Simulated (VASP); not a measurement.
# C (Cmmm) in VASP: further runs

The runs below take C through single point, with PBEsol+D3(BJ).

Program: VASP 6.6.1. These are calculated values, not measurements. Logs are shortened: lines on timing, memory, paths and dates and some standing lists are left out, and cuts for length are marked.

**1. The cell of the first run**

It takes space group Cmmm (No. 65, orthorhombic). The conventional cell has a = 2.458 Å, b = 4.257 Å, c = 3.529 Å, α = 90.00°, β = 90.00°, γ = 90.00°. C (site symmetry m2m) has 3 C at 1.34 to 1.46 Å within 1.8 Å.

**2. Single point, PBEsol+D3(BJ) (atoms displaced along a vibrational mode)**

Input file INCAR:

```
PREC = Accurate
ENCUT = 520
EDIFF = 1E-6
ISMEAR = 0
SIGMA = 0.15
LREAL = F
LASPH = T
NELM = 60
ALGO = Normal
ISIF = 2
LWAVE = F
LCHARG = F
GGA = PS
IVDW = 12
NBANDS = 11
```

Input file KPOINTS:

```
regular mesh
0
Gamma
  21 21 12
```

Input file POSCAR:

```
C
1.0
    2.4576582469      0.0000000000      0.0000000000
   -1.2288291235      2.1283944757      0.0000000000
    0.0000000000      0.0000000000      3.5294822413
C
2
Direct
    0.3427300877      0.6854601753      0.0000000000
    0.6572699123      0.3145398247      0.0000000000
```

Potentials or basis: VASP PAW PBE potentials, release 64 (C).

On the command line:

```bash
$ cat potpaw_PBE.64/C/POTCAR > POTCAR
$ mpirun -np 1 vasp_std > vasp.out
```

OUTCAR:

```text
PREC = Accurate
   ENCUT = 520
   EDIFF = 1E-6
   ISMEAR = 0
   LREAL = F
   LASPH = T
   NELM = 60
   ISIF = 2
   GGA = PS
   IVDW = 12
 IVDW          = 12

 ion  position               nearest neighbor table
   1  0.343  0.685  0.000-   2 1.34   2 1.46   2 1.46
   2  0.657  0.315  0.000-   1 1.34   1 1.46   1 1.46

  LATTYP: Found a hexagonal cell.
 ALAT       =     2.4576582469
 C/A-ratio  =     1.4361159635

  Lattice vectors:

 A1 = (   2.4576582469,   0.0000000000,   0.0000000000)
 A2 = (  -1.2288291235,   2.1283944757,   0.0000000000)
 A3 = (   0.0000000000,   0.0000000000,   3.5294822413)

Analysis of symmetry for initial positions (statically):
=====================================================================
 Subroutine PRICEL returns:
 Original cell was already a primitive cell.

 Routine SETGRP: Setting up the symmetry group for a
 hexagonal supercell.

 Subroutine GETGRP returns: Found  8 space group operations
 (whereof  8 operations were pure point group operations)
 out of a pool of 24 trial point group operations.

The static configuration has the point symmetry D_2h.

Analysis of symmetry for dynamics (positions and initial velocities):
=====================================================================
 Subroutine PRICEL returns:
 Original cell was already a primitive cell.

 Routine SETGRP: Setting up the symmetry group for a
 hexagonal supercell.

 Subroutine GETGRP returns: Found  8 space group operations
 (whereof  8 operations were pure point group operations)
 out of a pool of 24 trial point group operations.

The dynamic configuration has the point symmetry D_2h.

 Subroutine INISYM returns: Found  8 space group operations
 (whereof  8 operations are pure point group operations),
 and found     1 'primitive' translations

----------------------------------------------------------------------------------------

                                     Primitive cell

  volume of cell :      18.4622

  direct lattice vectors                    reciprocal lattice vectors
     2.457658247  0.000000000  0.000000000     0.406891398  0.234918858  0.000000000
    -1.228829123  2.128394476  0.000000000     0.000000000  0.469837716  0.000000000
     0.000000000  0.000000000  3.529482241     0.000000000  0.000000000  0.283327676

  length of vectors
     2.457658247  2.457658247  3.529482241     0.469837716  0.469837716  0.283327676

  position of ions in fractional coordinates (direct lattice)
     0.342730088  0.685460175  0.000000000
     0.657269912  0.314539825  0.000000000

  ion indices of the primitive-cell ions
   primitive index   ion index
                 1           1
                 2           2

----------------------------------------------------------------------------------------

 KPOINTS: regular mesh

Automatic generation of k-mesh.
 Grid dimensions read from file:
 generate k-points for:   21   21   12

 Generating k-lattice:

  Cartesian coordinates                     Fractional coordinates (reciprocal lattice)
     0.019375781  0.011186612  0.000000000     0.047619048  0.000000000  0.000000000
     0.000000000  0.022373225  0.000000000     0.000000000  0.047619048  0.000000000
     0.000000000  0.000000000  0.023610640     0.000000000  0.000000000  0.083333333

  Length of vectors
     0.022373225  0.022373225  0.023610640

  Shift w.r.t. Gamma in fractional coordinates (k-lattice)
     0.000000000  0.000000000  0.000000000

 Subroutine IBZKPT returns following result:
 ===========================================

 Found    847 irreducible k-points:

 Following reciprocal coordinates:
            Coordinates               Weight
  0.000000  0.000000  0.000000      1.000000
  0.047619  0.000000  0.000000      4.000000
  0.000000  0.047619  0.000000      2.000000
  0.095238 -0.000000  0.000000      4.000000
  0.000000  0.095238  0.000000      2.000000
  0.142857  0.000000  0.000000      4.000000
[... 16 lines left out ...]
 -0.095238  0.047619  0.000000      2.000000
  0.095238  0.047619  0.000000      4.000000
 [... further k-points ...]
   k-points           NKPTS =    847   k-points in BZ     NKDIM =    847   number of bands    NBANDS=     11
   number of dos      NEDOS =    301   number of ions     NIONS =      2
   total plane-waves  NPLWV =   9072
   dimension x,y,z NGX =    18 NGY =   18 NGZ =   28
   dimension x,y,z NGXF=    36 NGYF=   36 NGZF=   56
   ions per type =               2
   NGX,Y,Z   is equivalent  to a cutoff of  12.18, 12.18, 13.19 a.u.
   NGXF,Y,Z  is equivalent  to a cutoff of  24.35, 24.35, 26.38 a.u.
 SYSTEM =  unknown system
   PREC   = accura    normal or accurate (medium, high low for compatibility)
   ISTART =      0    job   : 0-new  1-cont  2-samecut
   ICHARG =      2    charge: 1-file 2-atom 10-const
   ISPIN  =      1    spin polarized calculation?
   LNONCOLLINEAR =      F non collinear calculations
   LSORBIT =      F    spin-orbit coupling
   LASPH  =      T    aspherical Exc in radial PAW
   ENCUT  =  520.0 eV  38.22 Ry    6.18 a.u.   4.57  4.57  6.56*2*pi/ulx,y,z
   NELM   =     60;   NELMIN=  2; NELMDL= -5     # of ELM steps
   EDIFF  = 0.1E-05   stopping-criterion for ELM
   LREAL  =      F    real-space projection
   EDIFFG = 0.1E-04   stopping-criterion for IOM
   NSW    =      0    number of steps for IOM
   IBRION =     -1    ionic relax: 0-MD 1-quasi-New 2-CG
   NFREE  =      0    steps in history (QN), initial steepest desc. (CG)
   ISIF   =      2    stress and relaxation
   ISYM   =      2    0-nonsym 1-usesym 2-fastsym
   POTIM  = 0.5000    time-step for ionic-motion
   TEBEG  =    0.0;   TEEND  =   0.0 temperature during run
   PSTRESS=    0.0 pullay stress
   NELECT =       8.0000    total number of electrons
   NUPDOWN=      -1.0000    fix difference up-down
   EMIN   =  10.00;   EMAX   =-10.00  energy-range for DOS
   EFERMI =   0.00;   METHOD = LEGACY
   ISMEAR =     0;   SIGMA  =   0.15  broadening in eV -4-tet -1-fermi 0-gaus
   EFERMI_NEDOS =   21; number of points for ismear=-14 and -15
   IALGO  =     38    algorithm
   IMIX   =      4    mixing-type and parameters
     AMIX     =   0.40;   BMIX     =  1.00
     AMIX_MAG =   1.60;   BMIX_MAG =  1.00
  volume/ion in A,a.u.               =       9.23        62.29
  Fermi-wavevector in a.u.,A,eV,Ry     =   1.238825  2.341040 20.880689  1.534687
  Thomas-Fermi vector in A             =   2.373334
   LORBIT       =      0    0 simple, 1 ext, 2 COOP (PROOUT), +10 PAW based schemes
   GGA     = PS    functional components
   LHFCALC =     F    Hartree Fock is set to
   AEXX    =    0.0000 exact exchange contribution
   IVDW    =    12    specifies the selected vdW correction
   LEPSILON=     F    determine dielectric tensor
   LRPA    =     F    only Hartree local field effects (RPA)
 non-spin polarized calculation
 Gauss-broadening in eV      SIGMA  =   0.15
  energy-cutoff  :      520.00
  volume of cell :       18.46
 maximum number of plane-waves:       510
   NGX =  9   NGY =  9   NGZ = 13

 number of electron       8.0000001 magnetization

 Free energy of the ion-electron system (eV)
  ---------------------------------------------------
  ext. energy  EPLUGINS =         0.00000000
  ---------------------------------------------------
  free energy    TOTEN  =       -19.08627879 eV

  energy without entropy =      -19.08553526  energy(sigma->0) =      -19.08590702

 E-fermi :   4.1792     XC(G=0): -10.1881

 val. band max:        4.1706005820   @ k =  -0.2857  -0.3810   0.5000
 cond. band min:       4.2306781213   @ k =  -0.2857  -0.3810   0.4167
 fundamental gap:      0.0600775393
 Fermi energy:         4.1791734429

 k-point     1 :       0.0000    0.0000    0.0000
  band No.  band energies     occupation
      1     -15.4250      2.00000
      2      -2.6822      2.00000
      3       0.0944      2.00000
      4       2.4777      2.00000
      5       7.8984      0.00000
      6      11.0243      0.00000
      7      14.0239      0.00000
      8      16.0243      0.00000
      9      17.0630      0.00000
     10      26.2000      0.00000
     11      28.0043      0.00000

 k-point     2 :       0.0476    0.0000    0.0000
  band No.  band energies     occupation
      1     -15.3706      2.00000
      2      -2.6204      2.00000
      3      -0.0283      2.00000
      4       2.2460      2.00000
      5       7.9634      0.00000
      6      11.1140      0.00000
      7      14.2445      0.00000
      8      15.8522      0.00000
      9      17.1236      0.00000
     10      26.3680      0.00000
     11      27.8819      0.00000

 k-point     3 :       0.0000    0.0476    0.0000
  band No.  band energies     occupation
      1     -15.3715      2.00000
      2      -2.6176      2.00000
      3      -0.0856      2.00000
      4       2.3076      2.00000
      5       7.9658      0.00000
      6      11.3128      0.00000
      7      13.9595      0.00000
      8      15.8203      0.00000
      9      17.1805      0.00000
     10      26.3961      0.00000
     11      27.9866      0.00000

 k-point     4 :       0.0952   -0.0000    0.0000
  band No.  band energies     occupation
      1     -15.2077      2.00000
      2      -2.4357      2.00000
      3      -0.3870      2.00000
      4       1.6258      2.00000
      5       8.1604      0.00000
      6      11.3268      0.00000
      7      14.8643      0.00000
      8      15.3541      0.00000
      9      17.3317      0.00000
     10      26.8143      0.00000
     11      27.4828      0.00000
[... 239 lines left out ...]
 k-point    22 :       0.0476    0.0476    0.0000
  band No.  band energies     occupation
      1     -15.2637      2.00000
      2      -2.4915      2.00000
      3      -0.3761      2.00000
      4       1.9357      2.00000
      5       8.0991      0.00000
      6      11.6348      0.00000
      7      14.1259      0.00000
      8      15.4577      0.00000
      9      17.3707      0.00000
     10      26.7321      0.00000
     11      27.8133      0.00000

 k-point    23 :      -0.0952    0.0476    0.0000
  band No.  band energies     occupation
      1     -15.2611      2.00000
      2      -2.4999      2.00000
      3      -0.2132      2.00000
      4       1.7630      2.00000
      5       8.0912      0.00000
      6      11.1167      0.00000
      7      14.9031      0.00000
      8      15.5482      0.00000
      9      17.1948      0.00000
     10      26.6511      0.00000
     11      27.5006      0.00000

 k-point    24 :       0.0952    0.0476    0.0000
  band No.  band energies     occupation
      1     -15.0477      2.00000
      2      -2.2435      2.00000
      3      -0.8726      2.00000
      4       1.2372      2.00000
      5       8.3664      0.00000
      6      11.9329      0.00000
      7      14.7248      0.00000
      8      14.8026      0.00000
      9      17.7483      0.00000
     10      27.2465      0.00000
     11      27.2907      0.00000

 [... further k-points ...]

------------------------ aborting loop because EDIFF is reached ----------------------------------------

 Edisp (eV)   -0.20931

 E8    (eV) :    -0.1017

  FORCE on cell =-STRESS in cart. coord.  units (eV):
  Direction    XX          YY          ZZ          XY          YZ          ZX
  --------------------------------------------------------------------------------------
  -------------------------------------------------------------------------------------
  Total      -0.47619     1.79139    -0.02192    -0.00000     0.00000     0.00000
  in kB     -41.32473   155.45873    -1.90212    -0.00000     0.00000     0.00000
  external pressure =       37.41 kB  Pullay stress =        0.00 kB

 VOLUME and BASIS-vectors are now :
 -----------------------------------------------------------------------------
  energy-cutoff  :      520.00
  volume of cell :       18.46
      direct lattice vectors                 reciprocal lattice vectors
     2.457658247  0.000000000  0.000000000     0.406891398  0.234918858  0.000000000
    -1.228829123  2.128394476  0.000000000     0.000000000  0.469837716  0.000000000
     0.000000000  0.000000000  3.529482241     0.000000000  0.000000000  0.283327676

 POSITION                                       TOTAL-FORCE (eV/Angst)
 -----------------------------------------------------------------------------------
      0.00000      1.45893      0.00000         0.000000     -4.842141      0.000000
      1.22883      0.66946      0.00000        -0.000000      4.842141     -0.000000
 -----------------------------------------------------------------------------------
    total drift:                               -0.000000      0.000000     -0.000000

  FREE ENERGIE OF THE ION-ELECTRON SYSTEM (eV)
  ---------------------------------------------------
  free  energy   TOTEN  =       -19.2955846869 eV

  energy  without entropy=      -19.2948411527  energy(sigma->0) =      -19.29521292
```

It took 4.1 min on 1 thread of Intel Xeon 8259CL, shared host; peak memory 0.24 GiB.

Results:

```
Free energy                : -19.2956 eV
Pressure                   : 3.7 GPa
Largest force              : 4.842 eV/Å
Band gap on the k mesh     : zero (bands 4 and 5 overlap by 0.21 eV)
Dispersion energy per atom : -0.105 eV
```

Forces on the atoms (eV/Å):
```
C    0.000 -4.842  0.000
C    0.000  4.842  0.000
```

Caveat: the cell differs from its parent crystal (atoms displaced along a vibrational mode); the stress differs along the axes, from -4 to 16 GPa; the PAW data sets were made with another functional, which shifts forces and pressure a little.

**3. Single point, PBEsol+D3(BJ) (atoms displaced along a vibrational mode)**

Input file INCAR:

```
SYSTEM = C
ALGO = Normal
EDIFF = 1E-6
ENCUT = 520
GGA = PS
ISIF = 2
ISMEAR = 0
IVDW = 12
LASPH = .TRUE.
LCHARG = .FALSE.
LREAL = .FALSE.
LWAVE = .FALSE.
NBANDS = 11
NELM = 80
PREC = Accurate
SIGMA = 0.15
```

Input file KPOINTS:

```
k-points
0
G
  21 21 12
  0 0 0
```

Input file POSCAR:

```
C
1.0
    2.4576582469      0.0000000000      0.0000000000
   -1.2288291235      2.1283944757      0.0000000000
    0.0000000000      0.0000000000      3.5294822413
C
2
Direct
    0.3239365790      0.6478731580      0.0000000000
    0.6760634210      0.3521268420      0.0000000000
```

Potentials or basis: VASP PAW PBE potentials, release 64 (C).

On the command line:

```bash
$ cat potpaw_PBE.64/C/POTCAR > POTCAR
$ mpirun -np 1 vasp_std > vasp.out
```

Wall time 3.8 min (1 thread of Intel Xeon 8259CL, shared host); peak memory 0.24 GiB.

Results (log left out):

```yaml
Free_energy: -19.3188 eV
Pressure: 3.2 GPa
Largest_force: 3.971 eV/Å
Band_gap_on_the_k_mesh: zero (bands 4 and 5 overlap by 0.26 eV)
Dispersion_energy_per_atom: -0.105 eV
```

Forces in eV/Å, atoms in the order of the input:
```
C    0.000  3.971  0.000
C    0.000 -3.971  0.000
```

Stress tensor (GPa, compression positive):
```
13.26  0.00  0.00
 0.00 -3.41  0.00
 0.00  0.00 -0.19
```

Levels at points of the mesh, in eV from the Fermi level:
| k point | band 2 | band 3 | band 4 | band 5 | band 6 | band 7 |
| --- | --- | --- | --- | --- | --- | --- |
| (0.00, 0.00, 0.00) | -6.89 | -4.15 | -1.70 | 3.69 | 6.79 | 9.95 |
| (0.00, 0.00, 0.50) | -8.43 | -4.13 | -1.67 | 6.85 | 9.19 | 10.03 |

Caveat: the cell differs from its parent crystal (atoms displaced along a vibrational mode); the stress differs along the axes, from -3 to 13 GPa; the PAW data sets were made with another functional, which shifts forces and pressure a little.

**4. Single point, PBEsol+D3(BJ) (atoms displaced along a vibrational mode, the cell strained)**

Input file INCAR:

```
SYSTEM = C
PREC     = Accurate       ! precision mode
ENCUT    = 520            ! plane-wave cutoff, eV
EDIFF    = 1E-6           ! SCF threshold, eV
ISMEAR   = 0              ! smearing method
SIGMA    = 0.15           ! smearing width, eV
LREAL    = .FALSE.        ! projectors in reciprocal space
LASPH    = .TRUE.         ! aspherical terms in the spheres
NELM     = 60             ! most SCF steps
ALGO     = Normal         ! electronic algorithm
ISIF     = 2              ! what is computed and relaxed
LWAVE    = .FALSE.        ! write WAVECAR
LCHARG   = .FALSE.        ! write CHGCAR
GGA      = PS             ! functional
IVDW     = 12             ! dispersion correction
NBANDS   = 11             ! bands
```

Input file KPOINTS:

```
Automatic mesh
0
G
  21 21 12
  0 0 0
```

Input file POSCAR:

```
C
1.0
    2.4780568104      0.0000000000      0.0000000000
   -1.2390284052      2.1460601498      0.0000000000
    0.0000000000      0.0000000000      3.5587769439
C
2
Direct
    0.3286349562      0.6572699123      0.0000000000
    0.6713650438      0.3427300877      0.0000000000
```

On the command line:

```bash
$ cat potpaw_PBE.64/C/POTCAR > POTCAR
$ mpirun -np 1 vasp_std > vasp.out
```

Wall time 3.4 min (1 thread of Intel Xeon 8259CL, shared host); peak memory 0.25 GiB.

It converged, with:

```
Free energy                : -19.4356 eV
Pressure                   : -5.3 GPa
Largest force              : 2.001 eV/Å
Band gap on the k mesh     : zero (bands 4 and 5 overlap by 0.46 eV)
Dispersion energy per atom : -0.103 eV
```

Forces on the atoms (eV/Å):
```
C    0.000  2.001  0.000
C    0.000 -2.001  0.000
```

Stress tensor (GPa, compression positive):
```
 -4.27   0.00   0.00
  0.00 -11.45   0.00
  0.00   0.00  -0.29
```

Levels at points of the mesh, in eV from the Fermi level:
```tsv
k point	band 1	band 2	band 3	band 4	band 5	band 6	band 7	band 8	band 9
(0.00, 0.00, 0.00)	-19.45	-6.76	-3.59	-2.39	3.71	7.39	8.96	11.44	12.17
(0.00, 0.00, 0.50)	-19.25	-8.26	-3.57	-2.37	7.45	9.03	9.11	11.17	12.44
```

Caveat: the cell differs from its parent crystal (atoms displaced along a vibrational mode, the cell strained); the stress differs along the axes, from -11 to -0 GPa; the PAW data sets were made with another functional, which shifts forces and pressure a little.

[end of part 1 of 2]

The gap in the log of VASP goes by the Fermi energy; the results here count the filled bands.